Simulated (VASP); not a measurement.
# AlAu2 (I4/mmm) in VASP: notebook

AlAu2 is run at these levels: LDA; tasks: single point.

All numbers are computed with VASP 6.6.1; they aren't measurements. Logs are shortened: lines on timing, memory, paths and dates and some standing lists are left out, and cuts for length are marked.

### Step 1. The cell of the first run

Symmetry: I4/mmm, No. 139, tetragonal system. The conventional cell has a = 3.404 Å, b = 3.404 Å, c = 9.350 Å, α = 90.00°, β = 90.00°, γ = 90.00°. Al (site symmetry 4/mmm) has 10 Au at 2.82 to 3.21 Å and 4 Al at 3.40 Å within 3.7 Å. Au (site symmetry 4mm) has 5 Al at 2.82 to 3.21 Å and 9 Au at 2.94 to 3.40 Å within 3.7 Å.

### Step 2. Single point, LDA

INCAR

```
PREC = Accurate ; ENCUT = 520
EDIFF = 1E-6 ; ISMEAR = 0
SIGMA = 0.15 ; LREAL = F
LASPH = T ; NELM = 60
ALGO = Fast ; ISIF = 2
LWAVE = F ; LCHARG = F
NBANDS = 20
```

KPOINTS

```
regular mesh
0
Gamma
  16 16 16
```

POSCAR

```
AlAu2
1.0
   -1.7019000000      1.7019000000      4.6750000000
    1.7019000000     -1.7019000000      4.6750000000
    1.7019000000      1.7019000000     -4.6750000000
Al Au
1 2
Direct
    0.0000000000      0.0000000000      0.0000000000
    0.6570428093      0.6570428093      0.0000000000
    0.3429571907      0.3429571907      0.0000000000
```

Potentials or basis: VASP PAW LDA potentials, release 64 (Al, Au).

The run is started by

```sh
$ cat potpaw_LDA.64/Al/POTCAR potpaw_LDA.64/Au/POTCAR > POTCAR
$ mpirun -np 1 vasp_std > vasp.out
```

OUTCAR:

```text
PREC = Accurate
   ENCUT = 520
   EDIFF = 1E-6
   ISMEAR = 0
   LREAL = F
   LASPH = T
   NELM = 60
   ISIF = 2

 ion  position               nearest neighbor table
   1  0.000  0.000  0.000-   2 2.82   2 2.82   2 2.82   3 2.82   2 2.82   3 2.82   3 2.82   3 2.82
                             2 3.21   3 3.21
   2  0.657  0.657  0.000-   1 2.82   1 2.82   1 2.82   1 2.82   3 2.94   3 2.97   3 2.97   3 2.97
                             3 2.97   1 3.21
   3  0.343  0.343  0.000-   1 2.82   1 2.82   1 2.82   1 2.82   2 2.94   2 2.97   2 2.97   2 2.97
                             2 2.97   1 3.21

  LATTYP: Found a body centered tetragonal cell.
 ALAT       =     3.4038000000
 C/A-ratio  =     2.7469299019

  Lattice vectors:

 A1 = (  -1.7019000000,   1.7019000000,   4.6750000000)
 A2 = (   1.7019000000,  -1.7019000000,   4.6750000000)
 A3 = (   1.7019000000,   1.7019000000,  -4.6750000000)

Analysis of symmetry for initial positions (statically):
=====================================================================
 Subroutine PRICEL returns:
 Original cell was already a primitive cell.

 Routine SETGRP: Setting up the symmetry group for a
 body centered tetragonal supercell.

 Subroutine GETGRP returns: Found 16 space group operations
 (whereof 16 operations were pure point group operations)
 out of a pool of 16 trial point group operations.

The static configuration has the point symmetry D_4h.

Analysis of symmetry for dynamics (positions and initial velocities):
=====================================================================
 Subroutine PRICEL returns:
 Original cell was already a primitive cell.

 Routine SETGRP: Setting up the symmetry group for a
 body centered tetragonal supercell.

 Subroutine GETGRP returns: Found 16 space group operations
 (whereof 16 operations were pure point group operations)
 out of a pool of 16 trial point group operations.

The dynamic configuration has the point symmetry D_4h.

 Subroutine INISYM returns: Found 16 space group operations
 (whereof 16 operations are pure point group operations),
 and found     1 'primitive' translations

----------------------------------------------------------------------------------------

                                     Primitive cell

  volume of cell :      54.1639

  direct lattice vectors                    reciprocal lattice vectors
    -1.701900000  1.701900000  4.675000000     0.000000000  0.293789294  0.106951872
     1.701900000 -1.701900000  4.675000000     0.293789294  0.000000000  0.106951872
     1.701900000  1.701900000 -4.675000000     0.293789294  0.293789294  0.000000000

  length of vectors
     5.258189063  5.258189063  5.258189063     0.312651327  0.312651327  0.415480805

  position of ions in fractional coordinates (direct lattice)
     0.000000000  0.000000000  0.000000000
     0.657042809  0.657042809  0.000000000
     0.342957191  0.342957191  0.000000000

  ion indices of the primitive-cell ions
   primitive index   ion index
                 1           1
                 2           2
                 3           3

----------------------------------------------------------------------------------------

 KPOINTS: regular mesh

Automatic generation of k-mesh.
 Grid dimensions read from file:
 generate k-points for:   16   16   16

 Generating k-lattice:

  Cartesian coordinates                     Fractional coordinates (reciprocal lattice)
     0.000000000  0.018361831  0.006684492     0.062500000  0.000000000  0.000000000
     0.018361831  0.000000000  0.006684492     0.000000000  0.062500000  0.000000000
     0.018361831  0.018361831  0.000000000     0.000000000  0.000000000  0.062500000

  Length of vectors
     0.019540708  0.019540708  0.025967550

  Shift w.r.t. Gamma in fractional coordinates (k-lattice)
     0.000000000  0.000000000  0.000000000

 Subroutine IBZKPT returns following result:
 ===========================================

 Found    349 irreducible k-points:

 Following reciprocal coordinates:
            Coordinates               Weight
  0.000000  0.000000  0.000000      1.000000
  0.062500 -0.000000  0.000000      8.000000
  0.125000 -0.000000  0.000000      8.000000
  0.187500  0.000000  0.000000      8.000000
  0.250000 -0.000000  0.000000      8.000000
  0.312500  0.000000  0.000000      8.000000
[... 16 lines left out ...]
 -0.125000  0.062500 -0.000000     16.000000
 -0.062500  0.062500  0.000000      4.000000
 [... further k-points ...]
   k-points           NKPTS =    349   k-points in BZ     NKDIM =    349   number of bands    NBANDS=     20
   number of dos      NEDOS =    301   number of ions     NIONS =      3
   total plane-waves  NPLWV =  64000
   dimension x,y,z NGX =    40 NGY =   40 NGZ =   40
   dimension x,y,z NGXF=    80 NGYF=   80 NGZF=   80
   ions per type =               1   2
   NGX,Y,Z   is equivalent  to a cutoff of  12.65, 12.65, 12.65 a.u.
   NGXF,Y,Z  is equivalent  to a cutoff of  25.29, 25.29, 25.29 a.u.
 SYSTEM =  unknown system
   PREC   = accura    normal or accurate (medium, high low for compatibility)
   ISTART =      0    job   : 0-new  1-cont  2-samecut
   ICHARG =      2    charge: 1-file 2-atom 10-const
   ISPIN  =      1    spin polarized calculation?
   LNONCOLLINEAR =      F non collinear calculations
   LSORBIT =      F    spin-orbit coupling
   LASPH  =      T    aspherical Exc in radial PAW
   ENCUT  =  520.0 eV  38.22 Ry    6.18 a.u.   9.78  9.78  9.78*2*pi/ulx,y,z
   NELM   =     60;   NELMIN=  2; NELMDL= -5     # of ELM steps
   EDIFF  = 0.1E-05   stopping-criterion for ELM
   LREAL  =      F    real-space projection
   EDIFFG = 0.1E-04   stopping-criterion for IOM
   NSW    =      0    number of steps for IOM
   IBRION =     -1    ionic relax: 0-MD 1-quasi-New 2-CG
   NFREE  =      0    steps in history (QN), initial steepest desc. (CG)
   ISIF   =      2    stress and relaxation
   ISYM   =      2    0-nonsym 1-usesym 2-fastsym
   POTIM  = 0.5000    time-step for ionic-motion
   TEBEG  =    0.0;   TEEND  =   0.0 temperature during run
   PSTRESS=    0.0 pullay stress
   NELECT =      25.0000    total number of electrons
   NUPDOWN=      -1.0000    fix difference up-down
   EMIN   =  10.00;   EMAX   =-10.00  energy-range for DOS
   EFERMI =   0.00;   METHOD = LEGACY
   ISMEAR =     0;   SIGMA  =   0.15  broadening in eV -4-tet -1-fermi 0-gaus
   EFERMI_NEDOS =   21; number of points for ismear=-14 and -15
   IALGO  =     68    algorithm
   IMIX   =      4    mixing-type and parameters
     AMIX     =   0.40;   BMIX     =  1.00
     AMIX_MAG =   1.60;   BMIX_MAG =  1.00
  volume/ion in A,a.u.               =      18.05       121.84
  Fermi-wavevector in a.u.,A,eV,Ry     =   1.265178  2.390840 21.778508  1.600675
  Thomas-Fermi vector in A             =   2.398445
   LORBIT       =      0    0 simple, 1 ext, 2 COOP (PROOUT), +10 PAW based schemes
   GGA     = CA    functional components
   LHFCALC =     F    Hartree Fock is set to
   AEXX    =    0.0000 exact exchange contribution
   IVDW    =     0    specifies the selected vdW correction
   LEPSILON=     F    determine dielectric tensor
   LRPA    =     F    only Hartree local field effects (RPA)
 non-spin polarized calculation
 RMM-DIIS sequential band-by-band and
 Gauss-broadening in eV      SIGMA  =   0.15
  energy-cutoff  :      520.00
  volume of cell :       54.16
 maximum number of plane-waves:      1478
   NGX = 19   NGY = 19   NGZ = 19

 number of electron      24.9999998 magnetization

 Free energy of the ion-electron system (eV)
  ---------------------------------------------------
  ext. energy  EPLUGINS =         0.00000000
  ---------------------------------------------------
  free energy    TOTEN  =       -13.76298165 eV

  energy without entropy =      -13.75538192  energy(sigma->0) =      -13.75918178

 E-fermi :   8.2215     XC(G=0): -11.7774

 val. band max:        8.2168645915   @ k =   0.2500   0.0625   0.0625
 cond. band min:       8.2306915677   @ k =  -0.3125   0.0625   0.0000
 fundamental gap:      0.0138269762
 Fermi energy:         8.2214788977

 k-point     1 :       0.0000    0.0000    0.0000
  band No.  band energies     occupation
      1      -1.9100      2.00000
      2       1.9955      2.00000
      3       2.4400      2.00000
      4       3.3037      2.00000
      5       3.5074      2.00000
      6       3.6240      2.00000
[... 12 lines left out ...]
     19      15.3438      0.00000
     20      16.5963      0.00000

 k-point     2 :       0.0625   -0.0000    0.0000
  band No.  band energies     occupation
      1      -1.8443      2.00000
      2       2.0211      2.00000
      3       2.4569      2.00000
      4       3.2575      2.00000
      5       3.4503      2.00000
      6       3.5073      2.00000
[... 12 lines left out ...]
     19      15.9405      0.00000
     20      17.3095      0.00000

 k-point     3 :       0.1250   -0.0000    0.0000
  band No.  band energies     occupation
      1      -1.6491      2.00000
      2       2.0767      2.00000
      3       2.5173      2.00000
      4       3.0261      2.00000
      5       3.3305      2.00000
      6       3.4493      2.00000
[... 12 lines left out ...]
     19      17.2045      0.00000
     20      18.3326      0.00000

 k-point     4 :       0.1875    0.0000    0.0000
  band No.  band energies     occupation
      1      -1.3306      2.00000
      2       2.1032      2.00000
      3       2.5970      2.00000
      4       2.7767      2.00000
      5       3.1709      2.00000
      6       3.5113      2.00000
[... 12 lines left out ...]
     19      18.5027      0.00000
     20      19.0415      0.00000

 k-point     5 :       0.2500   -0.0000    0.0000
  band No.  band energies     occupation
      1      -0.9006      2.00000
      2       2.0241      2.00000
      3       2.4676      2.00000
      4       2.8588      2.00000
      5       3.0436      2.00000
      6       3.4080      2.00000
[... 12 lines left out ...]
     19      19.1402      0.00000
     20      19.7188      0.00000
[... 353 lines left out ...]
      6       3.4002      2.00000
[... 12 lines left out ...]
     19      18.9587      0.00000
     20      19.9130      0.00000

 k-point    22 :      -0.1875    0.0625    0.0000
  band No.  band energies     occupation
      1      -1.3135      2.00000
      2       2.2034      2.00000
      3       2.6355      2.00000
      4       2.7538      2.00000
      5       3.1418      2.00000
      6       3.4667      2.00000
[... 12 lines left out ...]
     19      18.5594      0.00000
     20      19.5802      0.00000

 k-point    23 :      -0.1250    0.0625   -0.0000
  band No.  band energies     occupation
      1      -1.6159      2.00000
      2       2.1486      2.00000
      3       2.5403      2.00000
      4       3.0138      2.00000
      5       3.2785      2.00000
      6       3.4358      2.00000
[... 12 lines left out ...]
     19      17.2279      0.00000
     20      18.9007      0.00000

 k-point    24 :      -0.0625    0.0625    0.0000
  band No.  band energies     occupation
      1      -1.7947      2.00000
      2       2.0667      2.00000
      3       2.4781      2.00000
      4       3.2290      2.00000
      5       3.3824      2.00000
      6       3.4608      2.00000
[... 12 lines left out ...]
     19      15.9684      0.00000
     20      17.9003      0.00000

 [... further k-points ...]
[... 5 lines left out ...]
  --------------------------------------------------------------------------------------
  -------------------------------------------------------------------------------------
  Total       -4.8524459     -4.8524459     -6.4345863      0.0000000      0.0000000     -0.0000000
  in kB     -143.5362527   -143.5362527   -190.3362588      0.0000000      0.0000000     -0.0000000
  external PRESSURE =    -159.1362548 kB  Pullay stress =       0.0000000 kB

 VOLUME and BASIS-vectors are now :
 -----------------------------------------------------------------------------
  energy-cutoff  :      520.00
  volume of cell :       54.16
      direct lattice vectors                 reciprocal lattice vectors
    -1.701900000  1.701900000  4.675000000     0.000000000  0.293789294  0.106951872
     1.701900000 -1.701900000  4.675000000     0.293789294  0.000000000  0.106951872
     1.701900000  1.701900000 -4.675000000     0.293789294  0.293789294  0.000000000

 POSITION                                       TOTAL-FORCE (eV/Angst)
 -----------------------------------------------------------------------------------
      0.00000      0.00000      0.00000         0.000000      0.000000     -0.000000
      0.00000      0.00000      6.14335         0.000000      0.000000     -0.336669
      0.00000      0.00000      3.20665        -0.000000     -0.000000      0.336669
 -----------------------------------------------------------------------------------
    total drift:                                0.000000      0.000000     -0.000000

  FREE ENERGIE OF THE ION-ELECTRON SYSTEM (eV)
  ---------------------------------------------------
  free  energy   TOTEN  =       -13.7629816451 eV

  energy  without entropy=      -13.7553819227  energy(sigma->0) =      -13.75918178
```

It took 7.4 min on 1 thread of Intel Xeon Platinum 8488C (Sapphire Rapids), shared host; peak memory 0.46 GiB.

Results:

| Property | Result |
| --- | --- |
| Free energy | -13.7630 eV |
| Pressure | -15.9 GPa |
| Largest force | 0.337 eV/Å |
| Band gap on the k mesh | zero (an odd number of electrons rules out a gap without spin polarisation) |

Forces in eV/Å, atoms in the order of the input:
```
Al   0.000  0.000  0.000
Au   0.000  0.000 -0.337
Au   0.000  0.000  0.337
```

Levels at points of the mesh, in eV from the Fermi level:
```
           k point  band 10  band 11  band 12  band 13  band 14  band 15
(0.00, 0.00, 0.00)    -4.37    -3.36    -1.49     0.14     5.37     5.37
(0.50, 0.00, 0.00)    -3.28    -3.07    -2.86    -1.88     1.00     6.58
(0.50, 0.50, 0.00)    -3.19    -2.39    -1.12     0.54     0.93     1.65
(0.50, 0.50, 0.50)    -3.35    -3.35    -2.88     2.97     2.97     5.46
```

Caveat: the cell stands under tension; spin-orbit coupling is left out, which moves the levels of the heavy elements.

[end of part 1 of 2]
